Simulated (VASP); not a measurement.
# Ag in VASP: notebook

Runs on Ag. Level: PBE. Tasks: single point.

Program: VASP 6.6.1. These are calculated values, not measurements. Logs are shortened: lines on timing, memory, paths and dates and some standing lists are left out, and cuts for length are marked.

## (1) The cell of the first run

The structure is cubic, space group Fm-3m (No. 225). Conventional cell: a = 4.413 Å, b = 4.413 Å, c = 4.413 Å, α = 90.00°, β = 90.00°, γ = 90.00°. Within 4.1 Å of Ag (site symmetry m-3m) lie 12 Ag at 3.12 Å.

## (2) Single point, PBE (strain +0.080 along x and y, +0.080 along z)

Input file INCAR:

```
PREC     = Accurate       # precision mode
ENCUT    = 520            # plane-wave cutoff, eV
EDIFF    = 1E-6           # SCF threshold, eV
ISMEAR   = 0              # smearing method
SIGMA    = 0.15           # smearing width, eV
LREAL    = False          # projectors in reciprocal space
LASPH    = True           # aspherical terms in the spheres
NELM     = 80             # most SCF steps
ALGO     = Normal         # electronic algorithm
ISIF     = 2              # what is computed and relaxed
LWAVE    = False          # write WAVECAR
LCHARG   = False          # write CHGCAR
GGA      = PE             # functional
NBANDS   = 12             # bands
```

Input file KPOINTS:

```
Automatic mesh
0
Gamma
  20 20 20
```

Input file POSCAR:

```
Ag
1.0
    0.0000000000      2.2065480000      2.2065480000
    2.2065480000      0.0000000000      2.2065480000
    2.2065480000      2.2065480000      0.0000000000
Ag
1
Direct
    0.0000000000      0.0000000000      0.0000000000
```

Potentials or basis: VASP PAW PBE potentials, release 64 (Ag).

On the command line:

```sh
$ cat potpaw_PBE.64/Ag/POTCAR > POTCAR
$ mpirun -np 1 vasp_std > vasp.out
```

OUTCAR:

```text
PREC = Accurate
   ENCUT = 520
   EDIFF = 1E-6
   ISMEAR = 0
   LREAL = False
   LASPH = True
   NELM = 80
   ISIF = 2
   GGA = PE

 ion  position               nearest neighbor table
   1  0.000  0.000  0.000-

  LATTYP: Found a face centered cubic cell.
 ALAT       =     4.4130960000

  Lattice vectors:

 A1 = (   0.0000000000,   2.2065480000,   2.2065480000)
 A2 = (   2.2065480000,   0.0000000000,   2.2065480000)
 A3 = (   2.2065480000,   2.2065480000,   0.0000000000)

Analysis of symmetry for initial positions (statically):
=====================================================================
 Subroutine PRICEL returns:
 Original cell was already a primitive cell.

 Routine SETGRP: Setting up the symmetry group for a
 face centered cubic supercell.

 Subroutine GETGRP returns: Found 48 space group operations
[... 9 lines left out ...]

 Routine SETGRP: Setting up the symmetry group for a
 face centered cubic supercell.

 Subroutine GETGRP returns: Found 48 space group operations
[... 11 lines left out ...]
                                     Primitive cell

  volume of cell :      21.4867

  direct lattice vectors                    reciprocal lattice vectors
     0.000000000  2.206548000  2.206548000    -0.226598288  0.226598288  0.226598288
     2.206548000  0.000000000  2.206548000     0.226598288 -0.226598288  0.226598288
     2.206548000  2.206548000  0.000000000     0.226598288  0.226598288 -0.226598288

  length of vectors
     3.120530108  3.120530108  3.120530108     0.392479748  0.392479748  0.392479748

  position of ions in fractional coordinates (direct lattice)
     0.000000000  0.000000000  0.000000000

  ion indices of the primitive-cell ions
   primitive index   ion index
                 1           1

----------------------------------------------------------------------------------------

 KPOINTS: Automatic mesh

Automatic generation of k-mesh.
 Grid dimensions read from file:
 generate k-points for:   20   20   20

 Generating k-lattice:

  Cartesian coordinates                     Fractional coordinates (reciprocal lattice)
    -0.011329914  0.011329914  0.011329914     0.050000000  0.000000000  0.000000000
     0.011329914 -0.011329914  0.011329914     0.000000000  0.050000000  0.000000000
     0.011329914  0.011329914 -0.011329914     0.000000000  0.000000000  0.050000000

  Length of vectors
     0.019623987  0.019623987  0.019623987

  Shift w.r.t. Gamma in fractional coordinates (k-lattice)
     0.000000000  0.000000000  0.000000000

 Subroutine IBZKPT returns following result:
 ===========================================

 Found    256 irreducible k-points:

 Following reciprocal coordinates:
            Coordinates               Weight
  0.000000  0.000000  0.000000      1.000000
  0.050000  0.000000  0.000000      8.000000
  0.100000  0.000000  0.000000      8.000000
  0.150000  0.000000  0.000000      8.000000
  0.200000  0.000000  0.000000      8.000000
  0.250000  0.000000  0.000000      8.000000
[... 16 lines left out ...]
 -0.400000  0.050000  0.000000     24.000000
 -0.350000  0.050000  0.000000     24.000000
 [... further k-points ...]
   k-points           NKPTS =    256   k-points in BZ     NKDIM =    256   number of bands    NBANDS=     12
   number of dos      NEDOS =    301   number of ions     NIONS =      1
   total plane-waves  NPLWV =  13824
   dimension x,y,z NGX =    24 NGY =   24 NGZ =   24
   dimension x,y,z NGXF=    48 NGYF=   48 NGZF=   48
   ions per type =               1
   NGX,Y,Z   is equivalent  to a cutoff of  12.79, 12.79, 12.79 a.u.
   NGXF,Y,Z  is equivalent  to a cutoff of  25.57, 25.57, 25.57 a.u.
 SYSTEM =  unknown system
   PREC   = accura    normal or accurate (medium, high low for compatibility)
   ISTART =      0    job   : 0-new  1-cont  2-samecut
   ICHARG =      2    charge: 1-file 2-atom 10-const
   ISPIN  =      1    spin polarized calculation?
   LNONCOLLINEAR =      F non collinear calculations
   LSORBIT =      F    spin-orbit coupling
   LASPH  =      T    aspherical Exc in radial PAW
   ENCUT  =  520.0 eV  38.22 Ry    6.18 a.u.   5.80  5.80  5.80*2*pi/ulx,y,z
   NELM   =     80;   NELMIN=  2; NELMDL= -5     # of ELM steps
   EDIFF  = 0.1E-05   stopping-criterion for ELM
   LREAL  =      F    real-space projection
   EDIFFG = 0.1E-04   stopping-criterion for IOM
   NSW    =      0    number of steps for IOM
   IBRION =     -1    ionic relax: 0-MD 1-quasi-New 2-CG
   NFREE  =      0    steps in history (QN), initial steepest desc. (CG)
   ISIF   =      2    stress and relaxation
   ISYM   =      2    0-nonsym 1-usesym 2-fastsym
   POTIM  = 0.5000    time-step for ionic-motion
   TEBEG  =    0.0;   TEEND  =   0.0 temperature during run
   PSTRESS=    0.0 pullay stress
   NELECT =      11.0000    total number of electrons
   NUPDOWN=      -1.0000    fix difference up-down
   EMIN   =  10.00;   EMAX   =-10.00  energy-range for DOS
   EFERMI =   0.00;   METHOD = LEGACY
   ISMEAR =     0;   SIGMA  =   0.15  broadening in eV -4-tet -1-fermi 0-gaus
   EFERMI_NEDOS =   21; number of points for ismear=-14 and -15
   IALGO  =     38    algorithm
   IMIX   =      4    mixing-type and parameters
     AMIX     =   0.40;   BMIX     =  1.00
     AMIX_MAG =   1.60;   BMIX_MAG =  1.00
  volume/ion in A,a.u.               =      21.49       145.00
  Fermi-wavevector in a.u.,A,eV,Ry     =   1.309631  2.474844 23.335813  1.715134
  Thomas-Fermi vector in A             =   2.440217
   LORBIT       =      0    0 simple, 1 ext, 2 COOP (PROOUT), +10 PAW based schemes
   GGA     = PE    functional components
   LHFCALC =     F    Hartree Fock is set to
   AEXX    =    0.0000 exact exchange contribution
   IVDW    =     0    specifies the selected vdW correction
   LEPSILON=     F    determine dielectric tensor
   LRPA    =     F    only Hartree local field effects (RPA)
 non-spin polarized calculation
 Gauss-broadening in eV      SIGMA  =   0.15
  energy-cutoff  :      520.00
  volume of cell :       21.49
 maximum number of plane-waves:       604
   NGX = 11   NGY = 11   NGZ = 11

 number of electron      11.0000004 magnetization

 Free energy of the ion-electron system (eV)
  ---------------------------------------------------
  ext. energy  EPLUGINS =         0.00000000
  ---------------------------------------------------
  free energy    TOTEN  =        -2.58215179 eV

  energy without entropy =       -2.57917775  energy(sigma->0) =       -2.58066477

 E-fermi :   5.6680     XC(G=0): -10.8848

 val. band max:        5.6603451056   @ k =   0.4500   0.4000   0.0500
 cond. band min:       5.7052842139   @ k =   0.5000   0.2000   0.0500
 fundamental gap:      0.0449391083
 Fermi energy:         5.6680054503

 k-point     1 :       0.0000    0.0000    0.0000
  band No.  band energies     occupation
      1      -0.6215      2.00000
      2       1.4988      2.00000
      3       1.4988      2.00000
      4       1.4988      2.00000
      5       2.1791      2.00000
      6       2.1791      2.00000
      7      20.9637      0.00000
      8      23.1799      0.00000
      9      23.1799      0.00000
     10      23.1799      0.00000
     11      27.5431      0.00000
     12      27.5438      0.00000

 k-point     2 :       0.0500    0.0000    0.0000
  band No.  band energies     occupation
      1      -0.5562      2.00000
      2       1.4878      2.00000
      3       1.5138      2.00000
      4       1.5138      2.00000
      5       2.1739      2.00000
      6       2.1739      2.00000
      7      20.9109      0.00000
      8      22.4914      0.00000
      9      23.1529      0.00000
     10      23.1529      0.00000
     11      27.2764      0.00000
     12      27.5710      0.00000

 k-point     3 :       0.1000    0.0000    0.0000
  band No.  band energies     occupation
      1      -0.3657      2.00000
      2       1.4622      2.00000
      3       1.5539      2.00000
      4       1.5539      2.00000
      5       2.1631      2.00000
      6       2.1631      2.00000
      7      20.2686      0.00000
      8      21.6383      0.00000
      9      23.0698      0.00000
     10      23.0698      0.00000
     11      26.7220      0.00000
     12      27.5825      0.00000

 k-point     4 :       0.1500    0.0000    0.0000
  band No.  band energies     occupation
      1      -0.0723      2.00000
      2       1.4496      2.00000
      3       1.6037      2.00000
      4       1.6037      2.00000
      5       2.1614      2.00000
      6       2.1614      2.00000
      7      18.6843      0.00000
      8      21.5095      0.00000
      9      22.9237      0.00000
     10      22.9237      0.00000
     11      26.2215      0.00000
     12      27.3853      0.00000

 k-point     5 :       0.2000    0.0000    0.0000
  band No.  band energies     occupation
      1       0.2581      2.00000
      2       1.5233      2.00000
      3       1.6373      2.00000
      4       1.6373      2.00000
      5       2.1921      2.00000
      6       2.1921      2.00000
      7      16.8987      0.00000
      8      21.4381      0.00000
      9      22.7057      0.00000
     10      22.7057      0.00000
     11      25.9793      0.00000
     12      26.9353      0.00000

 k-point     6 :       0.2500    0.0000    0.0000
  band No.  band energies     occupation
      1       0.4876      2.00000
      2       1.6359      2.00000
      3       1.6359      2.00000
      4       1.8285      2.00000
      5       2.2704      2.00000
      6       2.2704      2.00000
      7      15.1049      0.00000
      8      21.2450      0.00000
      9      22.4137      0.00000
     10      22.4137      0.00000
     11      26.0609      0.00000
     12      26.4324      0.00000

 k-point     7 :       0.3000    0.0000    0.0000
  band No.  band energies     occupation
      1       0.5513      2.00000
      2       1.6055      2.00000
      3       1.6055      2.00000
      4       2.3837      2.00000
      5       2.3837      2.00000
      6       2.4348      2.00000
      7      13.3571      0.00000
      8      20.9569      0.00000
      9      22.0667      0.00000
     10      22.0667      0.00000
     11      26.0155      0.00000
     12      26.0155      0.00000

 k-point     8 :       0.3500    0.0000    0.0000
  band No.  band energies     occupation
      1       0.5302      2.00000
      2       1.5640      2.00000
      3       1.5640      2.00000
      4       2.5054      2.00000
      5       2.5054      2.00000
      6       3.2602      2.00000
      7      11.6882      0.00000
      8      20.6550      0.00000
      9      21.7103      0.00000
     10      21.7103      0.00000
     11      25.7196      0.00000
     12      25.7196      0.00000
[... 166 lines left out ...]
 k-point    20 :       0.4500    0.0500    0.0000
  band No.  band energies     occupation
      1       0.4980      2.00000
      2       1.4868      2.00000
      3       1.5347      2.00000
      4       2.5476      2.00000
      5       2.6920      2.00000
      6       5.0154      2.00000
      7       9.2427      0.00000
      8      20.1674      0.00000
      9      20.7130      0.00000
     10      21.0307      0.00000
     11      25.7029      0.00000
     12      25.9063      0.00000

 k-point    21 :       0.5000    0.0500    0.0000
  band No.  band energies     occupation
      1       0.4788      2.00000
      2       1.4736      2.00000
      3       1.5165      2.00000
      4       2.6185      2.00000
      5       2.7096      2.00000
      6       5.8437      0.09759
      7       8.2149      0.00000
      8      20.0303      0.00000
      9      20.7432      0.00000
     10      20.8219      0.00000
     11      25.7116      0.00000
     12      25.7714      0.00000

 k-point    22 :      -0.4500    0.0500    0.0000
  band No.  band energies     occupation
      1       0.4832      2.00000
      2       1.4798      2.00000
      3       1.5163      2.00000
      4       2.6321      2.00000
      5       2.6767      2.00000
      6       5.6283      1.29161
      7       8.4715      0.00000
      8      19.9448      0.00000
      9      20.6721      0.00000
     10      21.0890      0.00000
     11      25.5698      0.00000
     12      25.8462      0.00000

 k-point    23 :      -0.4000    0.0500    0.0000
  band No.  band energies     occupation
      1       0.5102      2.00000
      2       1.5041      2.00000
      3       1.5344      2.00000
      4       2.5859      2.00000
      5       2.5970      2.00000
      6       4.6850      2.00000
      7       9.6988      0.00000
      8      19.9261      0.00000
      9      20.8001      0.00000
     10      21.5136      0.00000
     11      25.4768      0.00000
     12      25.9027      0.00000

 k-point    24 :      -0.3500    0.0500    0.0000
  band No.  band energies     occupation
      1       0.5520      2.00000
      2       1.5416      2.00000
      3       1.5680      2.00000
      4       2.4763      2.00000
      5       2.4818      2.00000
      6       3.7221      2.00000
      7      11.2015      0.00000
      8      19.9900      0.00000
      9      21.0866      0.00000
     10      22.0742      0.00000
     11      25.4380      0.00000
     12      25.8740      0.00000

 [... further k-points ...]
[... 5 lines left out ...]
  --------------------------------------------------------------------------------------
  -------------------------------------------------------------------------------------
  Total       -1.3272752     -1.3272752     -1.3272752     -0.0000000     -0.0000000     -0.0000000
  in kB      -98.9695094    -98.9695094    -98.9695094     -0.0000000     -0.0000000     -0.0000000
  external PRESSURE =     -98.9695094 kB  Pullay stress =       0.0000000 kB

 VOLUME and BASIS-vectors are now :
 -----------------------------------------------------------------------------
  energy-cutoff  :      520.00
  volume of cell :       21.49
      direct lattice vectors                 reciprocal lattice vectors
     0.000000000  2.206548000  2.206548000    -0.226598288  0.226598288  0.226598288
     2.206548000  0.000000000  2.206548000     0.226598288 -0.226598288  0.226598288
     2.206548000  2.206548000  0.000000000     0.226598288  0.226598288 -0.226598288

 POSITION                                       TOTAL-FORCE (eV/Angst)
 -----------------------------------------------------------------------------------
      0.00000      0.00000      0.00000         0.000000     -0.000000      0.000000
 -----------------------------------------------------------------------------------
    total drift:                               -0.000000      0.000000     -0.000000

  FREE ENERGIE OF THE ION-ELECTRON SYSTEM (eV)
  ---------------------------------------------------
  free  energy   TOTEN  =        -2.5821517914 eV

  energy  without entropy=       -2.5791777478  energy(sigma->0) =       -2.58066477
```

It took 39 s on 1 thread of Intel Xeon Platinum 8375C at 2.90GHz (Ice Lake), shared host; peak memory 0.19 GiB.

What came out:

```
Free energy : -2.5822 eV
Pressure    : -9.9 GPa
```

Caveat: the cell differs from its parent crystal (strain +0.080 along x and y, +0.080 along z).

## (3) Single point, PBE (strain +0.040 along x and y, +0.080 along z)

Input file INCAR:

```
SYSTEM = Ag
PREC     = Accurate       ! precision mode
ENCUT    = 520            ! plane-wave cutoff, eV
EDIFF    = 1E-6           ! SCF threshold, eV
ISMEAR   = 0              ! smearing method
SIGMA    = 0.15           ! smearing width, eV
LREAL    = .False.        ! projectors in reciprocal space
LASPH    = .True.         ! aspherical terms in the spheres
NELM     = 80             ! most SCF steps
ALGO     = Fast           ! electronic algorithm
ISIF     = 2              ! what is computed and relaxed
LWAVE    = .False.        ! write WAVECAR
LCHARG   = .True.         ! write CHGCAR
GGA      = PE             ! functional
LELF     = .True.         ! ELF
LVHAR    = .True.       
NBANDS   = 12             ! bands
```

Input file KPOINTS:

```
Automatic mesh
0
Gamma
  20 20 20
  0 0 0
```

Input file POSCAR:

```
Ag
1.0
    0.0000000000      2.1248240000      2.2065480000
    2.1248240000      0.0000000000      2.2065480000
    2.1248240000      2.1248240000      0.0000000000
Ag
1
Direct
    0.0000000000      0.0000000000      0.0000000000
```

Potentials or basis: VASP PAW PBE potentials, release 64 (Ag).

On the command line:

```sh
$ cat potpaw_PBE.64/Ag/POTCAR > POTCAR
$ mpirun -np 1 vasp_std > vasp.out
```

It took 1.8 min on 1 thread of Intel Xeon Platinum 8375C at 2.90GHz (Ice Lake), shared host; peak memory 0.26 GiB.

It converged, with:

```
Free energy : -2.6656 eV
Pressure    : -7.3 GPa
```

Stress tensor (GPa, compression positive):
```
-6.98  0.00  0.00
 0.00 -6.98  0.00
 0.00  0.00 -7.98
```

Levels at points of the mesh, in eV from the Fermi level:
| k point | band 3 | band 4 | band 5 | band 6 | band 7 | band 8 | band 9 | band 10 |
| --- | --- | --- | --- | --- | --- | --- | --- | --- |
| (0.00, 0.00, 0.00) | -4.28 | -4.28 | -3.66 | -3.47 | 15.59 | 18.06 | 18.32 | 18.32 |
| (0.50, 0.00, 0.00) | -4.27 | -3.00 | -2.92 | -0.03 | 2.79 | 14.60 | 16.03 | 16.67 |
| (0.50, 0.50, 0.00) | -2.98 | -2.81 | -2.81 | 1.35 | 5.03 | 10.27 | 10.27 | 15.74 |
| (0.50, 0.00, 0.50) | -2.99 | -2.87 | -2.73 | 1.90 | 5.86 | 9.64 | 9.67 | 15.10 |

Caveat: the cell differs from its parent crystal (strain +0.040 along x and y, +0.080 along z).
